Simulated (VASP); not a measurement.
# ZnO (P4_2/mnm) in VASP: a series of runs

Runs on ZnO. Level: PBE. Tasks: single point.

Everything below comes from runs of VASP 6.6.1. Logs are shortened: lines on timing, memory, paths and dates and some standing lists are left out, and cuts for length are marked.

## (1) The cell of the first run

It takes space group P4_2/mnm (No. 136, tetragonal). The conventional cell has a = 5.518 Å, b = 5.518 Å, c = 3.259 Å, α = 90.00°, β = 90.00°, γ = 90.00°. Within 2.6 Å of Zn (site symmetry m2m) lie 4 O at 1.94 to 2.01 Å. O (site symmetry m2m) has 4 Zn at 1.94 to 2.01 Å within 2.6 Å.

## (2) Single point, PBE

Input file INCAR:

```
  ALGO = Normal
  EDIFF = 1E-6
  ENCUT = 600
  GGA = PE
  GGA_COMPAT = F
  ISIF = 2
  ISMEAR = 0
  LASPH = T
  LCHARG = T
  LELF = T
  LREAL = F
  LVHAR = T
  LWAVE = F
  NBANDS = 46
  NELECT = 71.5
  NELM = 120
  PREC = Accurate
  SIGMA = 0.05
```

Input file KPOINTS:

```
k-points
0
Gamma
  6 6 8
```

Input file POSCAR:

```
ZnO
1.0
    5.5175700700      0.0000000000      0.0000000000
    0.0000000000      5.5175700700      0.0000000000
    0.0000000000      0.0000000000      3.2587787700
Zn O
4 4
Direct
    0.1819728400      0.1819728400      0.5000000000
    0.8180271600      0.8180271600      0.5000000000
    0.6819728400      0.3180271600      0.0000000000
    0.3180271600      0.6819728400      0.0000000000
    0.8172472300      0.1827527700      0.5000000000
    0.1827527700      0.8172472300      0.5000000000
    0.6827527700      0.6827527700      0.0000000000
    0.3172472300      0.3172472300      0.0000000000
```

Potentials or basis: VASP PAW PBE potentials, release 64 (Zn, O).

On the command line:

```bash
cat potpaw_PBE.64/Zn/POTCAR potpaw_PBE.64/O/POTCAR > POTCAR
mpirun -np 1 vasp_std > vasp.out
```

OUTCAR:

```text
EDIFF = 1E-6
   ENCUT = 600
   GGA = PE
   ISIF = 2
   ISMEAR = 0
   LASPH = T
   LREAL = F
   NELECT = 71.5
   NELM = 120
   PREC = Accurate

 ion  position               nearest neighbor table
   1  0.182  0.182  0.500-   8 1.94   8 1.94   5 2.01   6 2.01   2 2.84
   2  0.818  0.818  0.500-   7 1.94   7 1.94   5 2.01   6 2.01   1 2.84
   3  0.682  0.318  0.000-   5 1.94   5 1.94   8 2.01   7 2.01   4 2.84
   4  0.318  0.682  0.000-   6 1.94   6 1.94   8 2.01   7 2.01   3 2.84
   5  0.817  0.183  0.500-   3 1.94   3 1.94   1 2.01   2 2.01
   6  0.183  0.817  0.500-   4 1.94   4 1.94   1 2.01   2 2.01
   7  0.683  0.683  0.000-   2 1.94   2 1.94   4 2.01   3 2.01
   8  0.317  0.317  0.000-   1 1.94   1 1.94   4 2.01   3 2.01

  LATTYP: Found a simple tetragonal cell.
 ALAT       =     5.5175700700
 C/A-ratio  =     0.5906184659

  Lattice vectors:

 A1 = (   5.5175700700,   0.0000000000,   0.0000000000)
 A2 = (   0.0000000000,   5.5175700700,   0.0000000000)
 A3 = (   0.0000000000,   0.0000000000,   3.2587787700)

Analysis of symmetry for initial positions (statically):
=====================================================================
 Subroutine PRICEL returns:
 Original cell was already a primitive cell.

 Routine SETGRP: Setting up the symmetry group for a
 simple tetragonal supercell.

 Subroutine GETGRP returns: Found 16 space group operations
 (whereof  8 operations were pure point group operations)
 out of a pool of 16 trial point group operations.

The static configuration has the point symmetry D_2h.
 The point group associated with its full space group is D_4h.

Analysis of symmetry for dynamics (positions and initial velocities):
=====================================================================
 Subroutine PRICEL returns:
 Original cell was already a primitive cell.

 Routine SETGRP: Setting up the symmetry group for a
 simple tetragonal supercell.

 Subroutine GETGRP returns: Found 16 space group operations
 (whereof  8 operations were pure point group operations)
 out of a pool of 16 trial point group operations.

The dynamic configuration has the point symmetry D_2h.
 The point group associated with its full space group is D_4h.

 Subroutine INISYM returns: Found 16 space group operations
 (whereof  8 operations are pure point group operations),
 and found     1 'primitive' translations

----------------------------------------------------------------------------------------

                                     Primitive cell

  volume of cell :      99.2089

  direct lattice vectors                    reciprocal lattice vectors
     5.517570070  0.000000000  0.000000000     0.181239203  0.000000000  0.000000000
     0.000000000  5.517570070  0.000000000     0.000000000  0.181239203  0.000000000
     0.000000000  0.000000000  3.258778770     0.000000000  0.000000000  0.306863420

  length of vectors
     5.517570070  5.517570070  3.258778770     0.181239203  0.181239203  0.306863420

  position of ions in fractional coordinates (direct lattice)
     0.181972840  0.181972840  0.500000000
     0.818027160  0.818027160  0.500000000
     0.681972840  0.318027160  0.000000000
     0.318027160  0.681972840  0.000000000
     0.817247230  0.182752770  0.500000000
     0.182752770  0.817247230  0.500000000
     0.682752770  0.682752770  0.000000000
     0.317247230  0.317247230  0.000000000

  ion indices of the primitive-cell ions
   primitive index   ion index
                 1           1
                 2           2
                 3           3
                 4           4
                 5           5
                 6           6
                 7           7
                 8           8

----------------------------------------------------------------------------------------

 KPOINTS: k-points

Automatic generation of k-mesh.
 Grid dimensions read from file:
 generate k-points for:    6    6    8

 Generating k-lattice:

  Cartesian coordinates                     Fractional coordinates (reciprocal lattice)
     0.030206534  0.000000000  0.000000000     0.166666667  0.000000000  0.000000000
     0.000000000  0.030206534  0.000000000     0.000000000  0.166666667  0.000000000
     0.000000000  0.000000000  0.038357928     0.000000000  0.000000000  0.125000000

  Length of vectors
     0.030206534  0.030206534  0.038357928

  Shift w.r.t. Gamma in fractional coordinates (k-lattice)
     0.000000000  0.000000000  0.000000000

 Subroutine IBZKPT returns following result:
 ===========================================

 Found     50 irreducible k-points:

 Following reciprocal coordinates:
            Coordinates               Weight
  0.000000  0.000000  0.000000      1.000000
  0.166667  0.000000  0.000000      4.000000
  0.333333  0.000000  0.000000      4.000000
  0.500000  0.000000  0.000000      2.000000
  0.166667  0.166667  0.000000      4.000000
  0.333333  0.166667  0.000000      8.000000
[... 16 lines left out ...]
  0.333333  0.000000  0.250000      8.000000
  0.500000  0.000000  0.250000      4.000000
 [... further k-points ...]
   k-points           NKPTS =     50   k-points in BZ     NKDIM =     50   number of bands    NBANDS=     46
   number of dos      NEDOS =    301   number of ions     NIONS =      8
   total plane-waves  NPLWV =  64512
   dimension x,y,z NGX =    48 NGY =   48 NGZ =   28
   dimension x,y,z NGXF=    96 NGYF=   96 NGZF=   56
   ions per type =               4   4
   NGX,Y,Z   is equivalent  to a cutoff of  14.46, 14.46, 14.28 a.u.
   NGXF,Y,Z  is equivalent  to a cutoff of  28.93, 28.93, 28.57 a.u.
 SYSTEM =  unknown system
   PREC   = accura    normal or accurate (medium, high low for compatibility)
   ISTART =      0    job   : 0-new  1-cont  2-samecut
   ICHARG =      2    charge: 1-file 2-atom 10-const
   ISPIN  =      1    spin polarized calculation?
   LNONCOLLINEAR =      F non collinear calculations
   LSORBIT =      F    spin-orbit coupling
   LASPH  =      T    aspherical Exc in radial PAW
   ENCUT  =  600.0 eV  44.10 Ry    6.64 a.u.  11.02 11.02  6.51*2*pi/ulx,y,z
   NELM   =    120;   NELMIN=  2; NELMDL= -5     # of ELM steps
   EDIFF  = 0.1E-05   stopping-criterion for ELM
   LREAL  =      F    real-space projection
   EDIFFG = 0.1E-04   stopping-criterion for IOM
   NSW    =      0    number of steps for IOM
   IBRION =     -1    ionic relax: 0-MD 1-quasi-New 2-CG
   NFREE  =      0    steps in history (QN), initial steepest desc. (CG)
   ISIF   =      2    stress and relaxation
   ISYM   =      2    0-nonsym 1-usesym 2-fastsym
   POTIM  = 0.5000    time-step for ionic-motion
   TEBEG  =    0.0;   TEEND  =   0.0 temperature during run
   PSTRESS=    0.0 pullay stress
   NELECT =      71.5000    total number of electrons
   NUPDOWN=      -1.0000    fix difference up-down
   EMIN   =  10.00;   EMAX   =-10.00  energy-range for DOS
   EFERMI =   0.00;   METHOD = LEGACY
   ISMEAR =     0;   SIGMA  =   0.05  broadening in eV -4-tet -1-fermi 0-gaus
   EFERMI_NEDOS =   21; number of points for ismear=-14 and -15
   IALGO  =     38    algorithm
   IMIX   =      4    mixing-type and parameters
     AMIX     =   0.40;   BMIX     =  1.00
     AMIX_MAG =   1.60;   BMIX_MAG =  1.00
  volume/ion in A,a.u.               =      12.40        83.69
  Fermi-wavevector in a.u.,A,eV,Ry     =   1.467777  2.773696 29.311961  2.154368
  Thomas-Fermi vector in A             =   2.583354
   LORBIT       =      0    0 simple, 1 ext, 2 COOP (PROOUT), +10 PAW based schemes
   GGA     = PE    functional components
   LHFCALC =     F    Hartree Fock is set to
   AEXX    =    0.0000 exact exchange contribution
   IVDW    =     0    specifies the selected vdW correction
   LEPSILON=     F    determine dielectric tensor
   LRPA    =     F    only Hartree local field effects (RPA)
 non-spin polarized calculation
 Gauss-broadening in eV      SIGMA  =   0.05
  energy-cutoff  :      600.00
  volume of cell :       99.21
 maximum number of plane-waves:      3344
 NGX is ok and might be reduce to    48
   NGX = 23   NGY = 23   NGZ = 13

 number of electron      71.5000031 magnetization

 Free energy of the ion-electron system (eV)
  ---------------------------------------------------
  ext. energy  EPLUGINS =         0.00000000
  ---------------------------------------------------
  free energy    TOTEN  =       -35.79383942 eV

  energy without entropy =      -35.79022268  energy(sigma->0) =      -35.79203105

 E-fermi :   0.4822     XC(G=0): -10.5393

 val. band max:        0.4757185865   @ k =   0.3333   0.1667   0.0000
 cond. band min:       0.4938807848   @ k =   0.1667   0.1667   0.1250
 fundamental gap:      0.0181621982
 Fermi energy:         0.4822473574

 k-point     1 :       0.0000    0.0000    0.0000
  band No.  band energies     occupation
      1     -17.2454      2.00000
      2     -16.5491      2.00000
      3     -16.5491      2.00000
      4     -16.4634      2.00000
      5      -5.4155      2.00000
      6      -5.2560      2.00000
[... 38 lines left out ...]
     45      11.3638      0.00000
     46      13.2486      0.00000

 k-point     2 :       0.1667    0.0000    0.0000
  band No.  band energies     occupation
      1     -17.2081      2.00000
      2     -16.6319      2.00000
      3     -16.5349      2.00000
      4     -16.4338      2.00000
      5      -5.4167      2.00000
      6      -5.2749      2.00000
[... 38 lines left out ...]
     45      11.7586      0.00000
     46      13.2971      0.00000

 k-point     3 :       0.3333    0.0000    0.0000
  band No.  band energies     occupation
      1     -17.1036      2.00000
      2     -16.7835      2.00000
      3     -16.4981      2.00000
      4     -16.4273      2.00000
      5      -5.4070      2.00000
      6      -5.3212      2.00000
[... 38 lines left out ...]
     45      11.7100      0.00000
     46      12.5421      0.00000

 k-point     4 :       0.5000    0.0000    0.0000
  band No.  band energies     occupation
      1     -16.9521      2.00000
      2     -16.9521      2.00000
      3     -16.4551      2.00000
      4     -16.4551      2.00000
      5      -5.3722      2.00000
      6      -5.3722      2.00000
[... 920 lines left out ...]
     45      11.1777      0.00000
     46      11.3649      0.00000

 k-point    23 :       0.3333    0.0000    0.2500
  band No.  band energies     occupation
      1     -16.9134      2.00000
      2     -16.6645      2.00000
      3     -16.4166      2.00000
      4     -16.3858      2.00000
      5      -5.2889      2.00000
      6      -5.1357      2.00000
[... 38 lines left out ...]
     45      10.5583      0.00000
     46      11.0977      0.00000

 k-point    24 :       0.5000    0.0000    0.2500
  band No.  band energies     occupation
      1     -16.7950      2.00000
      2     -16.7950      2.00000
      3     -16.3947      2.00000
      4     -16.3947      2.00000
      5      -5.2355      2.00000
      6      -5.2355      2.00000
[... 38 lines left out ...]
     45      10.6876      0.00000
     46      10.6876      0.00000

 [... further k-points ...]

------------------------ aborting loop because EDIFF is reached ----------------------------------------

  FORCE on cell =-STRESS in cart. coord.  units (eV):
  Direction    XX          YY          ZZ          XY          YZ          ZX
  --------------------------------------------------------------------------------------
  -------------------------------------------------------------------------------------
  Total       -0.6132331     -0.6132331     -0.6884491     -0.0000000      0.0000000      0.0000000
  in kB       -9.9034280     -9.9034280    -11.1181325     -0.0000000      0.0000000      0.0000000
  external PRESSURE =     -10.3083295 kB  Pullay stress =       0.0000000 kB

 VOLUME and BASIS-vectors are now :
 -----------------------------------------------------------------------------
  energy-cutoff  :      600.00
  volume of cell :       99.21
      direct lattice vectors                 reciprocal lattice vectors
     5.517570070  0.000000000  0.000000000     0.181239203  0.000000000  0.000000000
     0.000000000  5.517570070  0.000000000     0.000000000  0.181239203  0.000000000
     0.000000000  0.000000000  3.258778770     0.000000000  0.000000000  0.306863420

 POSITION                                       TOTAL-FORCE (eV/Angst)
 -----------------------------------------------------------------------------------
      1.00405      1.00405      1.62939         0.025690      0.025690      0.000000
      4.51352      4.51352      1.62939        -0.025690     -0.025690     -0.000000
      3.76283      1.75474      0.00000         0.025690     -0.025690     -0.000000
      1.75474      3.76283      0.00000        -0.025690      0.025690     -0.000000
      4.50922      1.00835      1.62939         0.030589     -0.030589     -0.000000
      1.00835      4.50922      1.62939        -0.030589      0.030589     -0.000000
      3.76714      3.76714      0.00000        -0.030589     -0.030589     -0.000000
      1.75043      1.75043      0.00000         0.030589      0.030589      0.000000
 -----------------------------------------------------------------------------------
    total drift:                                0.000000      0.000000      0.000000

  FREE ENERGIE OF THE ION-ELECTRON SYSTEM (eV)
  ---------------------------------------------------
  free  energy   TOTEN  =       -35.7938394151 eV

  energy  without entropy=      -35.7902226838  energy(sigma->0) =      -35.79203105
```

Run time: 3.9 min. Hardware: 1 thread of Oxide Virtual Turin-like, shared host; peak memory 0.33 GiB.

Results:

```yaml
Free_energy: -35.7938 eV
Largest_force: 0.043 eV/Å
```

Forces in eV/Å, atoms in the order of the input:
```
Zn   0.026  0.026  0.000
Zn  -0.026 -0.026  0.000
Zn   0.026 -0.026  0.000
Zn  -0.026  0.026  0.000
O    0.031 -0.031  0.000
O   -0.031  0.031  0.000
O   -0.031 -0.031  0.000
O    0.031  0.031  0.000
```

Levels at points of the mesh, in eV from the Fermi level:
```tsv
k point	band 32	band 33	band 34	band 35	band 36	band 37	band 38	band 39	band 40	band 41
(0.00, 0.00, 0.00)	-0.53	-0.10	0.17	0.17	0.33	1.37	5.80	5.80	7.49	7.93
(0.50, 0.00, 0.00)	-1.22	-0.13	-0.13	-0.09	-0.09	3.74	3.74	6.68	6.68	8.73
(0.50, 0.50, 0.00)	-0.77	-0.52	-0.52	-0.40	-0.40	4.81	4.81	5.23	5.23	9.17
(0.00, 0.00, 0.50)	-1.44	-1.38	-1.38	-0.93	-0.93	6.36	6.36	8.59	8.59	8.73
(0.50, 0.00, 0.50)	-1.48	-1.17	-1.17	-0.68	-0.68	6.48	6.48	7.38	7.38	8.38
(0.50, 0.50, 0.50)	-1.04	-0.97	-0.97	-0.94	-0.94	6.18	6.18	6.51	6.51	8.41
```

Caveat: the cell carries a net charge on a neutralising background, which shifts energy and pressure; the cell is charged against a uniform background, so pressure and absolute levels hang on convention.

(Continued in part 2 of 2.)
